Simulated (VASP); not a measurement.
Set up this calculation in VASP 6.6.1, as the native input.

| Item | Value |
| --- | --- |
| Task | density of states |
| Functional | PBE |
| Potentials or basis | VASP PAW PBE potentials, release 64 (Pt) |
| Cutoff | 520 eV |
| k mesh | 14 × 14 × 14 |
| Occupations | gaussian, width 0.05 eV |
| Spin | no spin polarisation |
| Dipole correction | no |
| k mesh for the DOS | 21 × 21 × 21 |
| Occupations for the DOS | tetrahedron |
| Further INCAR settings | ALGO = Normal; EDIFF = 1e-06 |

Crystal: Pt.

```xyz
1
Lattice="0.0000 1.9609 1.9609 1.9609 0.0000 1.9609 1.9609 1.9609 0.0000" Properties=species:S:1:pos:R:3 pbc="T T T"
Pt    0.0000    0.0000    0.0000
```

The input as run:

POSCAR

```
Pt
1.0
    0.0000000000      1.9609000000      1.9609000000
    1.9609000000      0.0000000000      1.9609000000
    1.9609000000      1.9609000000      0.0000000000
Pt
1
Direct
    0.0000000000      0.0000000000      0.0000000000
```

INCAR.step1

```
SYSTEM = Pt
PREC = Accurate ; ENCUT = 520
EDIFF = 1E-6 ; ISMEAR = 0
SIGMA = 0.05 ; LREAL = .FALSE.
LASPH = .TRUE. ; NELM = 80
ALGO = Normal ; ISIF = 2
LWAVE = .FALSE. ; LCHARG = .TRUE.
LMAXMIX = 4 ; GGA = PE
NBANDS = 11
```

KPOINTS.step1

```
Automatic mesh
0
G
  14 14 14
  0 0 0
```

INCAR.step2

```
SYSTEM = Pt
PREC = Accurate ; ENCUT = 520
EDIFF = 1E-6 ; ISMEAR = -5
SIGMA = 0.05 ; LREAL = .FALSE.
LASPH = .TRUE. ; NELM = 80
ALGO = Normal ; ISIF = 2
LWAVE = .FALSE. ; LCHARG = .FALSE.
LMAXMIX = 4 ; GGA = PE
LORBIT = 11 ; NEDOS = 1001
ICHARG = 11
```

KPOINTS.step2

```
Automatic mesh
0
G
  21 21 21
  0 0 0
```

Potentials or basis: VASP PAW PBE potentials, release 64 (Pt).

Command:

```bash
$ cat potpaw_PBE.64/Pt/POTCAR > POTCAR
$ cp INCAR.step1 INCAR
$ cp KPOINTS.step1 KPOINTS
$ mpirun -np 1 vasp_std > vasp.out
$ cp INCAR.step2 INCAR
$ cp KPOINTS.step2 KPOINTS
$ mpirun -np 1 vasp_std > vasp.out
```

Results of the run:

| Item | Value |
| --- | --- |
| Valence electrons inside the program's atomic spheres | Pt 9.30 |

Caveat: spin-orbit coupling is left out, which moves the levels of the heavy elements.

It took 21 s on 1 thread of Intel(R) Xeon(R) Platinum 8559C (Emerald Rapids), with other jobs on the host, peak memory 0.16 GiB.
